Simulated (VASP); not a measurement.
Write the native input for VASP 6.6.1 that does the following.

* Task: relaxation of cell and atoms
* Functional: BLYP
* Dispersion: D3(BJ)
* Potentials or basis: VASP PAW PBE potentials, release 64 (Pd)
* Cutoff: 600 eV
* k mesh: 11 × 11 × 6
* Occupations: fermi-dirac, width 0.05 eV
* Spin: no spin polarisation
* Dipole correction: no
* Further INCAR settings: ALGO = Normal; EDIFF = 1e-07; IBRION = 2; EDIFFG = -0.01; NSW = 60; ISIF = 3

The structure of Pd lies in POSCAR:

```
Pd
1.0
    2.7836650458      0.0000000000      0.0000000000
   -1.3918325229      2.4107246453      0.0000000000
    0.0000000000      0.0000000000      4.6288930000
Pd
2
Direct
    0.3333333333      0.6666666667      0.2500000000
    0.6666666667      0.3333333333      0.7500000000
```

The input as run:

INCAR

```
SYSTEM = Pd
  PREC = Accurate
  ENCUT = 600
  EDIFF = 1E-7
  ISMEAR = -1
  SIGMA = 0.05
  LREAL = .FALSE.
  LASPH = .TRUE.
  NELM = 60
  ALGO = Normal
  ISIF = 3
  LWAVE = .FALSE.
  LCHARG = .FALSE.
  GGA = B5
  ALDAX = 1.0
  AGGAX = 1.0
  AGGAC = 1.0
  ALDAC = 0.0
  IVDW = 12
  VDW_S6 = 1.0
  VDW_S8 = 2.6996
  VDW_A1 = 0.4298
  VDW_A2 = 4.2359
  IBRION = 2
  NSW = 60
  EDIFFG = -0.01
```

KPOINTS

```
Automatic mesh
0
G
  11 11 6
  0 0 0
```

Potentials or basis: VASP PAW PBE potentials, release 64 (Pd).

Launch:

```console
$ cat potpaw_PBE.64/Pd/POTCAR > POTCAR
$ mpirun -np 1 vasp_std > vasp.out
```

Results of the run:

| Item | Value |
| --- | --- |
| Relaxed volume | 14.92 Å³/atom |
| Relaxed cell | a = 2.743 Å, b = 2.743 Å, c = 4.577 Å, α = 90.00°, β = 90.00°, γ = 120.00° |
| Space group after relaxing (to 0.05 Å) | P6_3/mmc (No. 194) |
| Energy gained by relaxing | 13.2 meV/atom |
| Ionic steps | 6 |
| Pressure after relaxing | 0.1 GPa |
| Band gap on the k mesh | zero (band 10 reaches 10.27 eV, above the bottom of band 11 at 9.41 eV) |
| Dispersion energy per atom | -1.513 eV |

Caveat: the PAW data sets were made with another functional, which shifts forces and pressure a little; pairwise dispersion overbinds metals, which lowers pressure and volume.

It took 2.1 min on 1 thread of Intel(R) Xeon(R) Platinum 8259CL CPU @ 2.50GHz (Skylake/Cascade Lake), with other jobs on the host, peak memory 0.19 GiB.
